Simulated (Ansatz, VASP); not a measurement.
W: VASP beside Ansatz

Contents of INCAR:

```
  PREC = Accurate
  ENCUT = 500
  EDIFF = 1E-6
  ISMEAR = 0
  SIGMA = 0.15
  LREAL = F
  LASPH = T
  NELM = 120
  ALGO = Normal
  ISIF = 2
  LWAVE = F
  LCHARG = F
  GGA = CA
  NBANDS = 21
  GGA_COMPAT = F
```

KPOINTS

```
regular mesh
0
Gamma
  16 16 12
```

The input POSCAR:

```
W
1.0
    0.0000000000     -1.9864787844     -1.9864787844
    0.0000000000      1.9864787844     -1.9864787844
    3.9729575688      0.0000000000      0.0000000000
W
2
Direct
    0.5508437345      0.4491562655      0.5000000000
   -0.0508437345      0.0508437345      0.0000000000
```

Input for Ansatz:

```yaml
crystal:
  lattice:
    - [0.0, -1.9864787844, -1.9864787844]
    - [0.0, 1.9864787844, -1.9864787844]
    - [3.9729575688, 0.0, 0.0]
  atoms:
    - { symbol: W, position: [0.5508437345, 0.4491562655, 0.5] }
    - { symbol: W, position: [-0.0508437345, 0.0508437345, 0.0] }
basis:
  ecutwfc: 420
kpoints:
  mp_grid: { grid: [16, 16, 12] }
hamiltonian:
  xc: lda
  pseudopotentials: { kind: paw, azcp: { folder: soft_1 } }
scf:
  occupations: { method: gaussian, width: 0.15 }
output:
  forces: true
  stress: true
  eigenvalues: true
```

Change from the starting cell: mode 4 frozen in at -0.202 Å and mode 6 at +0.000 Å (largest displacements).

Alike in both runs: task single point; functional LDA; k mesh 16 × 16 × 12; occupations gaussian, width 0.15 eV; no spin polarisation.

|  | VASP | Ansatz |
| --- | --- | --- |
| version | VASP 6.6.1 | Ansatz 0.2.0 |
| potentials or method | VASP PAW LDA potentials, release 64 (W_sv), cutoff 500 eV | scalar-relativistic, plane waves, PAW |
| valence electrons in the cell | 28 | 28 |

VASP gave:

* gap on the k mesh at the Fermi level (eV): none
* pressure (GPa): 11.5
* traceless stress, the component that is largest in VASP (GPa): -9.05
* rms of the force components (eV/Å): 0.975

Problem. Which values does Ansatz return?

Solution. gap on the k mesh at the Fermi level (eV): none; pressure (GPa): 9.6; traceless stress, the component that is largest in VASP (GPa): -9.08; rms of the force components (eV/Å): 0.938.

Ansatz warns that its potentials were made for another functional, while VASP's fit it. LDA's correlation is that of Perdew and Zunger in VASP and of Perdew and Wang (1992) in Ansatz. Atom by atom the forces differ by 0.037 eV/Å (rms over components). A gap of «none» marks a metal or a gap that the smearing closes.

Neither program's run includes spin-orbit coupling.
